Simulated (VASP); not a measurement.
Wanted: the native input for a VASP 6.6.1 run.

```yaml
Task: single point
Functional: PBE
Potentials_or_basis: VASP PAW PBE potentials, release 64 (W_sv)
Cutoff: 500 eV
k_mesh: 8 × 8 × 8
Occupations: gaussian, width 0.1 eV
Spin: no spin polarisation
Dipole_correction: no
Further_INCAR_settings: ALGO = Normal; EDIFF = 1e-06; NBANDS = 13
```

The structure of W lies in POSCAR:

```
W
1.0
   -1.5925568118      1.5925568118      1.5925568118
    1.5925568118     -1.5925568118      1.5925568118
    1.5925568118      1.5925568118     -1.5925568118
W
1
Direct
    0.0000000000      0.0000000000      0.0000000000
```

The input as run:

INCAR

```
SYSTEM = W
PREC = Accurate
ENCUT = 500
EDIFF = 1E-6
ISMEAR = 0
SIGMA = 0.1
LREAL = .FALSE.
LASPH = .TRUE.
NELM = 120
ALGO = Normal
ISIF = 2
LWAVE = .FALSE.
LCHARG = .FALSE.
GGA = PE
NBANDS = 13
GGA_COMPAT = .FALSE.
```

KPOINTS

```
regular mesh
0
G
  8 8 8
  0 0 0
```

Potentials or basis: VASP PAW PBE potentials, release 64 (W_sv).

Run with:

```sh
$ cat potpaw_PBE.64/W_sv/POTCAR > POTCAR
$ mpirun -np 1 vasp_std > vasp.out
```

It gave:

The pressure is 0.4 GPa and the band gap on the k mesh is zero (bands 7 and 8 overlap by 6.23 eV).

Caveat: spin-orbit coupling is left out, which moves the levels of the heavy elements.

Wall time 4.6 s on 1 thread of Intel(R) Xeon(R) 6975P-C (Granite Rapids) (shared host), peak memory 0.12 GiB.
